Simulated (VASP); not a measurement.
# F (C2/m) in VASP: notebook

The runs below take F through density of states, electric field gradients, with PBE.

All numbers are computed with VASP 6.6.1; they aren't measurements. Logs are shortened: lines on timing, memory, paths and dates and some standing lists are left out, and cuts for length are marked.

### Step 1. The cell of the first run

Symmetry: C2/m, No. 12, monoclinic system. Conventional cell: a = 5.500 Å, b = 3.280 Å, c = 7.284 Å, α = 90.00°, β = 102.17°, γ = 90.00°. Within 1.9 Å of F (site symmetry m) lie 1 F at 1.44 Å. F (site symmetry m) has 1 F at 1.45 Å within 1.9 Å.

### Step 2. Density of states, PBE

File POSCAR:

```
F
1.0
    2.7500000000     -1.6400000000      0.0000000000
    2.7500000000      1.6400000000      0.0000000000
   -1.5360100000      0.0000000000      7.1200200000
F
4
Direct
    0.0504000000      0.0504000000      0.0996000000
    0.9496000000      0.9496000000      0.9004000000
    0.5050000000      0.5050000000      0.6000000000
    0.4950000000      0.4950000000      0.4000000000
```

File INCAR.step1:

```
SYSTEM = F
PREC = Accurate
ENCUT = 520
EDIFF = 1E-6
ISMEAR = -1
SIGMA = 0.01
LREAL = .False.
LASPH = .True.
NELM = 100
ALGO = Normal
ISIF = 2
LWAVE = .False.
LCHARG = .True.
GGA = PE
NBANDS = 22
```

File KPOINTS.step1:

```
Automatic mesh
0
Gamma
  11 11 5
  0 0 0
```

File INCAR.step2:

```
SYSTEM = F
PREC = Accurate
ENCUT = 520
EDIFF = 1E-6
ISMEAR = -5
SIGMA = 0.01
LREAL = .False.
LASPH = .True.
NELM = 100
ALGO = Normal
ISIF = 2
LWAVE = .False.
LCHARG = .False.
GGA = PE
LORBIT = 11
NEDOS = 1001
ICHARG = 11
```

File KPOINTS.step2:

```
Automatic mesh
0
Gamma
  17 17 8
  0 0 0
```

Potentials or basis: VASP PAW PBE potentials, release 64 (F).

Run with:

```bash
$ cat potpaw_PBE.64/F/POTCAR > POTCAR
$ cp INCAR.step1 INCAR
$ cp KPOINTS.step1 KPOINTS
$ mpirun -np 1 vasp_std > vasp.out
$ cp INCAR.step2 INCAR
$ cp KPOINTS.step2 KPOINTS
$ mpirun -np 1 vasp_std > vasp.out
```

OUTCAR:

```text
SYSTEM = F
   PREC = Accurate
   ENCUT = 520
   EDIFF = 1E-6
   ISMEAR = -5
   LREAL = .False.
   LASPH = .True.
   NELM = 100
   ISIF = 2
   GGA = PE
   LORBIT = 11
   ICHARG = 11

 ion  position               nearest neighbor table
   1  0.050  0.050  0.100-   2 1.44
   2  0.950  0.950  0.900-   1 1.44
   3  0.505  0.505  0.600-   4 1.45
   4  0.495  0.495  0.400-   3 1.45

  LATTYP: Found a base centered monoclinic cell.
 ALAT       =     5.5000000000
 B/A-ratio  =     0.5963636364
 C/A-ratio  =     1.3243306311
 COS(beta)  =    -0.2108797750

  Lattice vectors:

 A1 = (   2.7500000000,  -1.6400000000,   0.0000000000)
 A2 = (   2.7500000000,   1.6400000000,   0.0000000000)
 A3 = (  -1.5360100000,   0.0000000000,   7.1200200000)

Analysis of symmetry for initial positions (statically):
=====================================================================
 Subroutine PRICEL returns:
 Original cell was already a primitive cell.

 Routine SETGRP: Setting up the symmetry group for a
 base centered monoclinic supercell.

 Subroutine GETGRP returns: Found  4 space group operations
 (whereof  4 operations were pure point group operations)
 out of a pool of  4 trial point group operations.

The static configuration has the point symmetry C_2h.

Analysis of symmetry for dynamics (positions and initial velocities):
=====================================================================
 Subroutine PRICEL returns:
 Original cell was already a primitive cell.

 Routine SETGRP: Setting up the symmetry group for a
 base centered monoclinic supercell.

 Subroutine GETGRP returns: Found  4 space group operations
 (whereof  4 operations were pure point group operations)
 out of a pool of  4 trial point group operations.

The dynamic configuration has the point symmetry C_2h.

 Subroutine INISYM returns: Found  4 space group operations
 (whereof  4 operations are pure point group operations),
 and found     1 'primitive' translations

----------------------------------------------------------------------------------------

                                     Primitive cell

[... 94 lines left out ...]
   ENCUT  =  520.0 eV  38.22 Ry    6.18 a.u.   5.95  5.95 13.54*2*pi/ulx,y,z
   NELM   =    100;   NELMIN=  2; NELMDL=  0     # of ELM steps
   EDIFF  = 0.1E-05   stopping-criterion for ELM
   LREAL  =      F    real-space projection
   EDIFFG = 0.1E-04   stopping-criterion for IOM
   NSW    =      0    number of steps for IOM
   IBRION =     -1    ionic relax: 0-MD 1-quasi-New 2-CG
   NFREE  =      0    steps in history (QN), initial steepest desc. (CG)
   ISIF   =      2    stress and relaxation
   ISYM   =      2    0-nonsym 1-usesym 2-fastsym
   POTIM  = 0.5000    time-step for ionic-motion
   TEBEG  =    0.0;   TEEND  =   0.0 temperature during run
   PSTRESS=    0.0 pullay stress
   NELECT =      28.0000    total number of electrons
   NUPDOWN=      -1.0000    fix difference up-down
   EMIN   =  10.00;   EMAX   =-10.00  energy-range for DOS
   EFERMI =   0.00;   METHOD = LEGACY
   ISMEAR =    -5;   SIGMA  =   0.01  broadening in eV -4-tet -1-fermi 0-gaus
   EFERMI_NEDOS =   21; number of points for ismear=-14 and -15
   IALGO  =     38    algorithm
   IMIX   =      4    mixing-type and parameters
     AMIX     =   0.40;   BMIX     =  1.00
     AMIX_MAG =   1.60;   BMIX_MAG =  1.00
  volume/ion in A,a.u.               =      16.06       108.35
  Fermi-wavevector in a.u.,A,eV,Ry     =   1.241361  2.345833 20.966282  1.540978
  Thomas-Fermi vector in A             =   2.375763
   LORBIT       =     11    0 simple, 1 ext, 2 COOP (PROOUT), +10 PAW based schemes
   GGA     = PE    functional components
   LHFCALC =     F    Hartree Fock is set to
   AEXX    =    0.0000 exact exchange contribution
   IVDW    =     0    specifies the selected vdW correction
   LEPSILON=     F    determine dielectric tensor
   LRPA    =     F    only Hartree local field effects (RPA)
 non-spin polarized calculation
 Fermi weights with tetrahedron method with Bloechl corrections
  energy-cutoff  :      520.00
  volume of cell :       64.22
 maximum number of plane-waves:      1751

 number of electron      27.9999988 magnetization

 Free energy of the ion-electron system (eV)
  ---------------------------------------------------
  ext. energy  EPLUGINS =         0.00000000
  ---------------------------------------------------
  free energy    TOTEN  =        -7.28066102 eV

  energy without entropy =       -7.28066102  energy(sigma->0) =       -7.28066102

 E-fermi :  -5.1712     XC(G=0):  -7.6282

 val. band max:       -5.2073376871   @ k =   0.0000   0.0000   0.0000
 cond. band min:      -2.9248882028   @ k =   0.0000   0.0000   0.0000
 fundamental gap:      2.2824494843
 Fermi energy:        -5.1712098867

 k-point     1 :       0.0000    0.0000    0.0000
  band No.  band energies     occupation
      1     -29.7888      2.00000
      2     -29.6390      2.00000
      3     -24.1025      2.00000
      4     -23.7691      2.00000
      5     -11.7354      2.00000
      6     -10.8733      2.00000
[... 481 lines left out ...]
      5     -11.6806      2.00000
      6     -10.9125      2.00000
[... 10 lines left out ...]
     17       4.5680      0.00000
     18       6.6263      0.00000

 [... further k-points ...]
[... 5 lines left out ...]
  --------------------------------------------------------------------------------------
  -------------------------------------------------------------------------------------
  Total        0.0741737      0.0901087     -1.3804129      0.0000000      0.0000000      0.0308052
  in kB        1.8504297      2.2479657    -34.4375184      0.0000000      0.0000000      0.7685059
  external PRESSURE =     -10.1130410 kB  Pullay stress =       0.0000000 kB

 VOLUME and BASIS-vectors are now :
 -----------------------------------------------------------------------------
  energy-cutoff  :      520.00
  volume of cell :       64.22
      direct lattice vectors                 reciprocal lattice vectors
     2.750000000 -1.640000000  0.000000000     0.181818182 -0.304878049  0.039223843
     2.750000000  1.640000000  0.000000000     0.181818182  0.304878049  0.039223843
    -1.536010000  0.000000000  7.120020000     0.000000000  0.000000000  0.140449044

 POSITION                                       TOTAL-FORCE (eV/Angst)
 -----------------------------------------------------------------------------------
      0.12421      0.00000      0.70915        -0.062636      0.000000     -0.410099
      3.83978      0.00000      6.41087         0.062636      0.000000      0.410099
      1.85589      0.00000      4.27201         0.108307      0.000000     -0.583034
      2.10810      0.00000      2.84801        -0.108307      0.000000      0.583034
 -----------------------------------------------------------------------------------
    total drift:                               -0.000000     -0.000000      0.000000

  FREE ENERGIE OF THE ION-ELECTRON SYSTEM (eV)
  ---------------------------------------------------
  free  energy   TOTEN  =        -7.2806610163 eV

  energy  without entropy=       -7.2806610163  energy(sigma->0) =       -7.28066102

 total charge

# of ion       s       p       d       tot
------------------------------------------
    1        1.766   4.101   0.000   5.866
    2        1.766   4.101   0.000   5.866
    3        1.766   4.098   0.000   5.863
    4        1.766   4.098   0.000   5.863
--------------------------------------------------
tot          7.063  16.397   0.000  23.460
```

OUTCAR.step1:

```text
SYSTEM = F
   PREC = Accurate
   ENCUT = 520
   EDIFF = 1E-6
   ISMEAR = -1
[... 831 lines left out ...]
      0.12421      0.00000      0.70915        -0.062630      0.000000     -0.410067
      3.83978      0.00000      6.41087         0.062630      0.000000      0.410067
      1.85589      0.00000      4.27201         0.108198      0.000000     -0.582390
      2.10810      0.00000      2.84801        -0.108198      0.000000      0.582390
 -----------------------------------------------------------------------------------
    total drift:                                0.000000     -0.000000      0.000000

  FREE ENERGIE OF THE ION-ELECTRON SYSTEM (eV)
  ---------------------------------------------------
  free  energy   TOTEN  =        -7.2806924925 eV

  energy  without entropy=       -7.2806924925  energy(sigma->0) =       -7.28069249
```

Wall time 4.4 min (1 thread of Intel Xeon Platinum 8375C at 2.90GHz (Ice Lake), shared host); peak memory 0.55 GiB.

What came out:

```
Valence electrons inside the program's atomic spheres : F 5.87, 5.86
```

### Step 3. Electric field gradients, PBE

File INCAR:

```
SYSTEM = F
PREC     = Accurate       ! precision mode
ENCUT    = 520            ! plane-wave cutoff, eV
EDIFF    = 1E-8           ! SCF threshold, eV
ISMEAR   = -1             ! smearing method
SIGMA    = 0.01           ! smearing width, eV
LREAL    = .FALSE.        ! projectors in reciprocal space
LASPH    = .TRUE.         ! aspherical terms in the spheres
NELM     = 100            ! most SCF steps
ALGO     = Normal         ! electronic algorithm
ISIF     = 2              ! what is computed and relaxed
LWAVE    = .FALSE.        ! write WAVECAR
LCHARG   = .FALSE.        ! write CHGCAR
GGA      = PE             ! functional
LEFG     = .TRUE.       
NBANDS   = 22             ! bands
```

File KPOINTS:

```
Automatic mesh
0
G
  11 11 5
  0 0 0
```

POSCAR is that of step 2.

Potentials or basis: VASP PAW PBE potentials, release 64 (F).

Run with:

```bash
$ cat potpaw_PBE.64/F/POTCAR > POTCAR
$ mpirun -np 1 vasp_std > vasp.out
```

OUTCAR:

```text
SYSTEM = F
   PREC = Accurate
   ENCUT = 520
   EDIFF = 1E-8
   ISMEAR = -1
   LREAL = .FALSE.
   LASPH = .TRUE.
   NELM = 100
   ISIF = 2
   GGA = PE

 ion  position               nearest neighbor table
   1  0.050  0.050  0.100-   2 1.44
   2  0.950  0.950  0.900-   1 1.44
   3  0.505  0.505  0.600-   4 1.45
   4  0.495  0.495  0.400-   3 1.45

  LATTYP: Found a base centered monoclinic cell.
 ALAT       =     5.5000000000
 B/A-ratio  =     0.5963636364
 C/A-ratio  =     1.3243306311
 COS(beta)  =    -0.2108797750

  Lattice vectors:

 A1 = (   2.7500000000,  -1.6400000000,   0.0000000000)
 A2 = (   2.7500000000,   1.6400000000,   0.0000000000)
 A3 = (  -1.5360100000,   0.0000000000,   7.1200200000)

Analysis of symmetry for initial positions (statically):
=====================================================================
 Subroutine PRICEL returns:
 Original cell was already a primitive cell.

 Routine SETGRP: Setting up the symmetry group for a
 base centered monoclinic supercell.

 Subroutine GETGRP returns: Found  4 space group operations
 (whereof  4 operations were pure point group operations)
 out of a pool of  4 trial point group operations.

The static configuration has the point symmetry C_2h.

Analysis of symmetry for dynamics (positions and initial velocities):
=====================================================================
 Subroutine PRICEL returns:
 Original cell was already a primitive cell.

 Routine SETGRP: Setting up the symmetry group for a
 base centered monoclinic supercell.

 Subroutine GETGRP returns: Found  4 space group operations
 (whereof  4 operations were pure point group operations)
 out of a pool of  4 trial point group operations.

The dynamic configuration has the point symmetry C_2h.

 Subroutine INISYM returns: Found  4 space group operations
 (whereof  4 operations are pure point group operations),
 and found     1 'primitive' translations

----------------------------------------------------------------------------------------

                                     Primitive cell

  volume of cell :      64.2226

  direct lattice vectors                    reciprocal lattice vectors
     2.750000000 -1.640000000  0.000000000     0.181818182 -0.304878049  0.039223843
     2.750000000  1.640000000  0.000000000     0.181818182  0.304878049  0.039223843
    -1.536010000  0.000000000  7.120020000     0.000000000  0.000000000  0.140449044

  length of vectors
     3.201890067  3.201890067  7.283818471     0.357137209  0.357137209  0.140449044

  position of ions in fractional coordinates (direct lattice)
     0.050400000  0.050400000  0.099600000
     0.949600000  0.949600000  0.900400000
     0.505000000  0.505000000  0.600000000
     0.495000000  0.495000000  0.400000000

  ion indices of the primitive-cell ions
   primitive index   ion index
                 1           1
                 2           2
                 3           3
                 4           4

[... 79 lines left out ...]
   POTIM  = 0.5000    time-step for ionic-motion
   TEBEG  =    0.0;   TEEND  =   0.0 temperature during run
   PSTRESS=    0.0 pullay stress
   NELECT =      28.0000    total number of electrons
   NUPDOWN=      -1.0000    fix difference up-down
   EMIN   =  10.00;   EMAX   =-10.00  energy-range for DOS
   EFERMI =   0.00;   METHOD = LEGACY
   ISMEAR =    -1;   SIGMA  =   0.01  broadening in eV -4-tet -1-fermi 0-gaus
   EFERMI_NEDOS =   21; number of points for ismear=-14 and -15
   IALGO  =     38    algorithm
   IMIX   =      4    mixing-type and parameters
     AMIX     =   0.40;   BMIX     =  1.00
     AMIX_MAG =   1.60;   BMIX_MAG =  1.00
  volume/ion in A,a.u.               =      16.06       108.35
  Fermi-wavevector in a.u.,A,eV,Ry     =   1.241361  2.345833 20.966282  1.540978
  Thomas-Fermi vector in A             =   2.375763
   LORBIT       =      0    0 simple, 1 ext, 2 COOP (PROOUT), +10 PAW based schemes
   GGA     = PE    functional components
   LHFCALC =     F    Hartree Fock is set to
   AEXX    =    0.0000 exact exchange contribution
   IVDW    =     0    specifies the selected vdW correction
   LEPSILON=     F    determine dielectric tensor
   LRPA    =     F    only Hartree local field effects (RPA)
 non-spin polarized calculation
  energy-cutoff  :      520.00
  volume of cell :       64.22
 maximum number of plane-waves:      1749
   NGX = 11   NGY = 11   NGZ = 27

 number of electron      27.9999988 magnetization

 Free energy of the ion-electron system (eV)
  ---------------------------------------------------
  ext. energy  EPLUGINS =         0.00000000
  ---------------------------------------------------
  free energy    TOTEN  =        -7.28069261 eV

  energy without entropy =       -7.28069261  energy(sigma->0) =       -7.28069261

 E-fermi :  -5.0083     XC(G=0):  -7.6282

 val. band max:       -5.2073287922   @ k =   0.0000   0.0000   0.0000
 cond. band min:      -2.9248918281   @ k =   0.0000   0.0000   0.0000
 fundamental gap:      2.2824369641
 Fermi energy:        -5.0083336553

 k-point     1 :       0.0000    0.0000    0.0000
  band No.  band energies     occupation
      1     -29.7889      2.00000
      2     -29.6390      2.00000
      3     -24.1024      2.00000
      4     -23.7690      2.00000
      5     -11.7354      2.00000
      6     -10.8732      2.00000
[... 589 lines left out ...]
     21      13.0152      0.00000
     22      14.1214      0.00000

 [... further k-points ...]
[... 5 lines left out ...]
  --------------------------------------------------------------------------------------
  -------------------------------------------------------------------------------------
  Total        0.0744540      0.0902598     -1.3798653      0.0000000      0.0000000      0.0310323
  in kB        1.8574244      2.2517351    -34.4238576      0.0000000      0.0000000      0.7741713
  external PRESSURE =     -10.1048993 kB  Pullay stress =       0.0000000 kB

 VOLUME and BASIS-vectors are now :
 -----------------------------------------------------------------------------
  energy-cutoff  :      520.00
  volume of cell :       64.22
      direct lattice vectors                 reciprocal lattice vectors
     2.750000000 -1.640000000  0.000000000     0.181818182 -0.304878049  0.039223843
     2.750000000  1.640000000  0.000000000     0.181818182  0.304878049  0.039223843
    -1.536010000  0.000000000  7.120020000     0.000000000  0.000000000  0.140449044

 POSITION                                       TOTAL-FORCE (eV/Angst)
 -----------------------------------------------------------------------------------
      0.12421      0.00000      0.70915        -0.062655      0.000000     -0.410153
      3.83978      0.00000      6.41087         0.062655      0.000000      0.410153
      1.85589      0.00000      4.27201         0.108354      0.000000     -0.583229
      2.10810      0.00000      2.84801        -0.108354      0.000000      0.583229
 -----------------------------------------------------------------------------------
    total drift:                                0.000000     -0.000000      0.000000

  FREE ENERGIE OF THE ION-ELECTRON SYSTEM (eV)
  ---------------------------------------------------
  free  energy   TOTEN  =        -7.2806926076 eV

  energy  without entropy=       -7.2806926076  energy(sigma->0) =       -7.28069261

 Electric field gradients (V/A^2)
---------------------------------------------------------------------
 ion       V_xx      V_yy      V_zz      V_xy      V_xz      V_yz
---------------------------------------------------------------------
   1    -286.827  -311.080   597.907     0.000   159.244    -0.000
   2    -286.827  -311.080   597.907    -0.000   159.244     0.000
   3    -284.336  -313.031   597.367     0.000  -160.903    -0.000
   4    -284.336  -313.031   597.367     0.000  -160.903    -0.000
---------------------------------------------------------------------

 Electric field gradients after diagonalization (V/A^2)
 (convention: |V_zz| > |V_xx| > |V_yy|)
----------------------------------------------------------------------
 ion       V_xx      V_yy      V_zz     asymmetry (V_yy - V_xx)/ V_zz
----------------------------------------------------------------------
   1    -314.616  -311.080   625.697       0.006
   2    -314.616  -311.080   625.697       0.006
   3    -313.031  -312.781   625.812       0.000
   4    -313.031  -312.781   625.812       0.000
----------------------------------------------------------------------

           NMR quadrupolar parameters

 Cq : quadrupolar parameter    Cq=e*Q*V_zz/h
 eta: asymmetry parameters     (V_yy - V_xx)/ V_zz
 Q  : nuclear electric quadrupole moment in mb (millibarn)
----------------------------------------------------------------------
 ion       Cq(MHz)       eta       Q (mb)
----------------------------------------------------------------------
   1       1.513       0.006       1.000
   2       1.513       0.006       1.000
   3       1.513       0.000       1.000
   4       1.513       0.000       1.000
----------------------------------------------------------------------
```

It took 2 min on 1 thread of Intel Xeon Platinum 8375C at 2.90GHz (Ice Lake), shared host; peak memory 0.28 GiB.

What came out:

* Free energy: -7.2807 eV
* Pressure: -1.0 GPa
* Largest force: 0.593 eV/Å
* Band gap on the k mesh: 2.28 eV, direct

Forces in eV/Å, atoms in the order of the input:
```
F   -0.063  0.000 -0.410
F    0.063  0.000  0.410
F    0.108  0.000 -0.583
F   -0.108  0.000  0.583
```

Electric field gradients, principal values (V/Å²):
```
atom     least    middle  greatest (by size)
 1 F  -311.080  -314.616             625.697
 2 F  -311.080  -314.616             625.697
 3 F  -312.781  -313.031             625.812
 4 F  -312.781  -313.031             625.812
```

Caveat: without QUAD_EFG the Cq values of the log hold for a quadrupole moment of 1 mb, not for the nuclei. As with any semilocal functional, this PBE gap is likely too small.
